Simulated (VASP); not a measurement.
# Ba2Cd (I4/mmm) in VASP: single point with LDA

Aim: the single point of Ba2Cd with LDA.

Program: VASP 6.6.1. These are calculated values, not measurements. Logs are shortened: lines on timing, memory, paths and dates and some standing lists are left out, and cuts for length are marked.

### Step 1. The cell of the first run

Symmetry: I4/mmm, No. 139, tetragonal system. The conventional cell has a = 4.288 Å, b = 4.288 Å, c = 15.463 Å, α = 90.00°, β = 90.00°, γ = 90.00°. Within 4.8 Å of Ba (site symmetry 4mm) lie 4 Cd at 3.64 Å and 9 Ba at 4.04 to 4.78 Å. Cd (site symmetry 4/mmm) has 8 Ba at 3.64 Å and 4 Cd at 4.29 Å within 4.8 Å.

### Step 2. Single point, LDA

File INCAR:

```
SYSTEM = Ba2Cd
ALGO = Normal
EDIFF = 1E-6
ENCUT = 520
ISIF = 2
ISMEAR = -1
LASPH = .TRUE.
LCHARG = .FALSE.
LREAL = .FALSE.
LWAVE = .FALSE.
NBANDS = 23
NELM = 100
PREC = Accurate
SIGMA = 0.03
```

File KPOINTS:

```
k-points
0
G
  12 12 12
  0 0 0
```

File POSCAR:

```
Ba2Cd
1.0
   -2.1440953799      2.1440953799      7.7313866590
    2.1440953799     -2.1440953799      7.7313866590
    2.1440953799      2.1440953799     -7.7313866590
Ba Cd
2 1
Direct
    0.6305127100      0.6305127100      0.0000000000
    0.3694872900      0.3694872900      0.0000000000
    0.0000000000      0.0000000000      0.0000000000
```

Potentials or basis: VASP PAW LDA potentials, release 64 (Ba_sv, Cd).

Started as:

```
$ cat potpaw_LDA.64/Ba_sv/POTCAR potpaw_LDA.64/Cd/POTCAR > POTCAR
$ mpirun -np 1 vasp_std > vasp.out
```

OUTCAR:

```text
SYSTEM = Ba2Cd
   EDIFF = 1E-6
   ENCUT = 520
   ISIF = 2
   ISMEAR = -1
   LASPH = .TRUE.
   LREAL = .FALSE.
   NELM = 100
   PREC = Accurate

 ion  position               nearest neighbor table
   1  0.631  0.631  0.000-   3 3.64   3 3.64   3 3.64   3 3.64   2 4.04
   2  0.369  0.369  0.000-   3 3.64   3 3.64   3 3.64   3 3.64   1 4.04
   3  0.000  0.000  0.000-   2 3.64   1 3.64   1 3.64   1 3.64   1 3.64   2 3.64   2 3.64   2 3.64

  LATTYP: Found a body centered tetragonal cell.
 ALAT       =     4.2881907598
 C/A-ratio  =     3.6058967952

  Lattice vectors:

 A1 = (  -2.1440953799,   2.1440953799,   7.7313866590)
 A2 = (   2.1440953799,  -2.1440953799,   7.7313866590)
 A3 = (   2.1440953799,   2.1440953799,  -7.7313866590)

Analysis of symmetry for initial positions (statically):
=====================================================================
 Subroutine PRICEL returns:
 Original cell was already a primitive cell.

 Routine SETGRP: Setting up the symmetry group for a
 body centered tetragonal supercell.

 Subroutine GETGRP returns: Found 16 space group operations
 (whereof 16 operations were pure point group operations)
 out of a pool of 16 trial point group operations.

The static configuration has the point symmetry D_4h.

Analysis of symmetry for dynamics (positions and initial velocities):
=====================================================================
 Subroutine PRICEL returns:
 Original cell was already a primitive cell.

 Routine SETGRP: Setting up the symmetry group for a
 body centered tetragonal supercell.

 Subroutine GETGRP returns: Found 16 space group operations
 (whereof 16 operations were pure point group operations)
 out of a pool of 16 trial point group operations.

The dynamic configuration has the point symmetry D_4h.

 Subroutine INISYM returns: Found 16 space group operations
 (whereof 16 operations are pure point group operations),
 and found     1 'primitive' translations

----------------------------------------------------------------------------------------

                                     Primitive cell

  volume of cell :     142.1692

  direct lattice vectors                    reciprocal lattice vectors
    -2.144095380  2.144095380  7.731386659     0.000000000  0.233198581  0.064671452
     2.144095380 -2.144095380  7.731386659     0.233198581  0.000000000  0.064671452
     2.144095380  2.144095380 -7.731386659     0.233198581  0.233198581  0.000000000

  length of vectors
     8.304735376  8.304735376  8.304735376     0.241999948  0.241999948  0.329792596

  position of ions in fractional coordinates (direct lattice)
     0.630512710  0.630512710  0.000000000
     0.369487290  0.369487290  0.000000000
     0.000000000  0.000000000  0.000000000

  ion indices of the primitive-cell ions
   primitive index   ion index
                 1           1
                 2           2
                 3           3

----------------------------------------------------------------------------------------

 KPOINTS: k-points

Automatic generation of k-mesh.
 Grid dimensions read from file:
 generate k-points for:   12   12   12

 Generating k-lattice:

  Cartesian coordinates                     Fractional coordinates (reciprocal lattice)
     0.000000000  0.019433215  0.005389288     0.083333333  0.000000000  0.000000000
     0.019433215  0.000000000  0.005389288     0.000000000  0.083333333  0.000000000
     0.019433215  0.019433215  0.000000000     0.000000000  0.000000000  0.083333333

  Length of vectors
     0.020166662  0.020166662  0.027482716

  Shift w.r.t. Gamma in fractional coordinates (k-lattice)
     0.000000000  0.000000000  0.000000000

 Subroutine IBZKPT returns following result:
 ===========================================

 Found    163 irreducible k-points:

 Following reciprocal coordinates:
            Coordinates               Weight
  0.000000  0.000000  0.000000      1.000000
  0.083333 -0.000000  0.000000      8.000000
  0.166667  0.000000  0.000000      8.000000
  0.250000  0.000000  0.000000      8.000000
  0.333333  0.000000 -0.000000      8.000000
  0.416667  0.000000 -0.000000      8.000000
[... 16 lines left out ...]
  0.500000  0.166667  0.000000     16.000000
 -0.416667  0.166667  0.000000     16.000000
 [... further k-points ...]
   k-points           NKPTS =    163   k-points in BZ     NKDIM =    163   number of bands    NBANDS=     23
   number of dos      NEDOS =    301   number of ions     NIONS =      3
   total plane-waves  NPLWV = 262144
   dimension x,y,z NGX =    64 NGY =   64 NGZ =   64
   dimension x,y,z NGXF=   128 NGYF=  128 NGZF=  128
   ions per type =               2   1
   NGX,Y,Z   is equivalent  to a cutoff of  12.81, 12.81, 12.81 a.u.
   NGXF,Y,Z  is equivalent  to a cutoff of  25.62, 25.62, 25.62 a.u.
 SYSTEM =  Ba2Cd
   PREC   = accura    normal or accurate (medium, high low for compatibility)
   ISTART =      0    job   : 0-new  1-cont  2-samecut
   ICHARG =      2    charge: 1-file 2-atom 10-const
   ISPIN  =      1    spin polarized calculation?
   LNONCOLLINEAR =      F non collinear calculations
   LSORBIT =      F    spin-orbit coupling
   LASPH  =      T    aspherical Exc in radial PAW
   ENCUT  =  520.0 eV  38.22 Ry    6.18 a.u.  15.44 15.44 15.44*2*pi/ulx,y,z
   NELM   =    100;   NELMIN=  2; NELMDL= -5     # of ELM steps
   EDIFF  = 0.1E-05   stopping-criterion for ELM
   LREAL  =      F    real-space projection
   EDIFFG = 0.1E-04   stopping-criterion for IOM
   NSW    =      0    number of steps for IOM
   IBRION =     -1    ionic relax: 0-MD 1-quasi-New 2-CG
   NFREE  =      0    steps in history (QN), initial steepest desc. (CG)
   ISIF   =      2    stress and relaxation
   ISYM   =      2    0-nonsym 1-usesym 2-fastsym
   POTIM  = 0.5000    time-step for ionic-motion
   TEBEG  =    0.0;   TEEND  =   0.0 temperature during run
   PSTRESS=    0.0 pullay stress
   NELECT =      32.0000    total number of electrons
   NUPDOWN=      -1.0000    fix difference up-down
   EMIN   =  10.00;   EMAX   =-10.00  energy-range for DOS
   EFERMI =   0.00;   METHOD = LEGACY
   ISMEAR =    -1;   SIGMA  =   0.03  broadening in eV -4-tet -1-fermi 0-gaus
   EFERMI_NEDOS =   21; number of points for ismear=-14 and -15
   IALGO  =     38    algorithm
   IMIX   =      4    mixing-type and parameters
     AMIX     =   0.40;   BMIX     =  1.00
     AMIX_MAG =   1.60;   BMIX_MAG =  1.00
  volume/ion in A,a.u.               =      47.39       319.80
  Fermi-wavevector in a.u.,A,eV,Ry     =   0.995840  1.881865 13.492865  0.991698
  Thomas-Fermi vector in A             =   2.127888
   LORBIT       =      0    0 simple, 1 ext, 2 COOP (PROOUT), +10 PAW based schemes
   GGA     = CA    functional components
   LHFCALC =     F    Hartree Fock is set to
   AEXX    =    0.0000 exact exchange contribution
   IVDW    =     0    specifies the selected vdW correction
   LEPSILON=     F    determine dielectric tensor
   LRPA    =     F    only Hartree local field effects (RPA)
 non-spin polarized calculation
  energy-cutoff  :      520.00
  volume of cell :      142.17
 maximum number of plane-waves:      3876
 NGX is ok and might be reduce to    64
   NGX = 31   NGY = 31   NGZ = 31

 number of electron      31.9999999 magnetization

 Free energy of the ion-electron system (eV)
  ---------------------------------------------------
  ext. energy  EPLUGINS =         0.00000000
  ---------------------------------------------------
  free energy    TOTEN  =        -6.59469083 eV

  energy without entropy =       -6.58460294  energy(sigma->0) =       -6.58964688

 E-fermi :   1.5823     XC(G=0):  -8.3085

 val. band max:        1.5776283238   @ k =   0.3333   0.0833   0.0833
 cond. band min:       1.5851549498   @ k =  -0.1667  -0.3333   0.1667
 fundamental gap:      0.0075266260
 Fermi energy:         1.5823191040

 k-point     1 :       0.0000    0.0000    0.0000
  band No.  band energies     occupation
      1     -27.0439      2.00000
      2     -27.0083      2.00000
      3     -12.5333      2.00000
      4     -12.0642      2.00000
      5     -12.0642      2.00000
      6     -12.0600      2.00000
[... 15 lines left out ...]
     22       4.7022      0.00000
     23       4.7022      0.00000

 k-point     2 :       0.0833   -0.0000    0.0000
  band No.  band energies     occupation
      1     -27.0420      2.00000
      2     -27.0071      2.00000
      3     -12.5253      2.00000
      4     -12.0960      2.00000
      5     -12.0858      2.00000
      6     -12.0639      2.00000
[... 15 lines left out ...]
     22       4.4600      0.00000
     23       4.7192      0.00000

 k-point     3 :       0.1667    0.0000    0.0000
  band No.  band energies     occupation
      1     -27.0368      2.00000
      2     -27.0038      2.00000
      3     -12.5032      2.00000
      4     -12.1748      2.00000
      5     -12.1525      2.00000
      6     -12.0612      2.00000
[... 15 lines left out ...]
     22       4.2538      0.00000
     23       4.6936      0.00000

 k-point     4 :       0.2500    0.0000    0.0000
  band No.  band energies     occupation
      1     -27.0295      2.00000
      2     -26.9995      2.00000
      3     -12.4733      2.00000
      4     -12.2793      2.00000
      5     -12.2384      2.00000
      6     -12.0658      2.00000
[... 15 lines left out ...]
     22       4.5271      0.00000
     23       4.6225      0.00000

 k-point     5 :       0.3333    0.0000   -0.0000
  band No.  band energies     occupation
      1     -27.0221      2.00000
      2     -26.9952      2.00000
      3     -12.4477      2.00000
      4     -12.3802      2.00000
      5     -12.3152      2.00000
      6     -12.0762      2.00000
[... 434 lines left out ...]
 k-point    22 :       0.4167    0.1667   -0.0000
  band No.  band energies     occupation
      1     -27.0102      2.00000
      2     -26.9873      2.00000
      3     -12.4443      2.00000
      4     -12.4175      2.00000
      5     -12.3422      2.00000
      6     -12.1435      2.00000
[... 15 lines left out ...]
     22       4.2899      0.00000
     23       4.9456      0.00000

 k-point    23 :       0.5000    0.1667    0.0000
  band No.  band energies     occupation
      1     -27.0089      2.00000
      2     -26.9855      2.00000
      3     -12.4666      2.00000
      4     -12.4282      2.00000
      5     -12.3555      2.00000
      6     -12.1390      2.00000
[... 15 lines left out ...]
     22       4.4442      0.00000
     23       4.9846      0.00000

 k-point    24 :      -0.4167    0.1667    0.0000
  band No.  band energies     occupation
      1     -27.0114      2.00000
      2     -26.9861      2.00000
      3     -12.4483      2.00000
      4     -12.4117      2.00000
      5     -12.3588      2.00000
      6     -12.1395      2.00000
[... 15 lines left out ...]
     22       4.3653      0.00000
     23       5.0181      0.00000

 [... further k-points ...]

------------------------ aborting loop because EDIFF is reached ----------------------------------------

  FORCE on cell =-STRESS in cart. coord.  units (eV):
  Direction    XX          YY          ZZ          XY          YZ          ZX
  --------------------------------------------------------------------------------------
  -------------------------------------------------------------------------------------
  Total       -1.7099696     -1.7099696     -1.7266938      0.0000000      0.0000000      0.0000000
  in kB      -19.2705180    -19.2705180    -19.4589912      0.0000000      0.0000000      0.0000000
  external PRESSURE =     -19.3333424 kB  Pullay stress =       0.0000000 kB

 VOLUME and BASIS-vectors are now :
 -----------------------------------------------------------------------------
  energy-cutoff  :      520.00
  volume of cell :      142.17
      direct lattice vectors                 reciprocal lattice vectors
    -2.144095380  2.144095380  7.731386659     0.000000000  0.233198581  0.064671452
     2.144095380 -2.144095380  7.731386659     0.233198581  0.000000000  0.064671452
     2.144095380  2.144095380 -7.731386659     0.233198581  0.233198581  0.000000000

 POSITION                                       TOTAL-FORCE (eV/Angst)
 -----------------------------------------------------------------------------------
      0.00000      0.00000      9.74948        -0.000000     -0.000000     -0.116414
      0.00000      0.00000      5.71330        -0.000000     -0.000000      0.116414
      0.00000      0.00000      0.00000         0.000000      0.000000     -0.000000
 -----------------------------------------------------------------------------------
    total drift:                               -0.000000      0.000000     -0.000000

  FREE ENERGIE OF THE ION-ELECTRON SYSTEM (eV)
  ---------------------------------------------------
  free  energy   TOTEN  =        -6.5946908278 eV

  energy  without entropy=       -6.5846029401  energy(sigma->0) =       -6.58964688
```

Run time: 19 min. Hardware: 1 thread of Intel Xeon Platinum 8259CL at 2.50GHz (Skylake/Cascade Lake), shared host; peak memory 0.79 GiB.

Results:

* Free energy: -6.5947 eV
* Pressure: -1.9 GPa
* Largest force: 0.116 eV/Å
* Band gap on the k mesh: zero (bands 16 and 17 overlap by 1.15 eV)

Forces on the atoms (eV/Å):
```
Ba   0.000  0.000 -0.116
Ba   0.000  0.000  0.116
Cd   0.000  0.000  0.000
```

Caveat: spin-orbit coupling is left out, which moves the levels of the heavy elements.
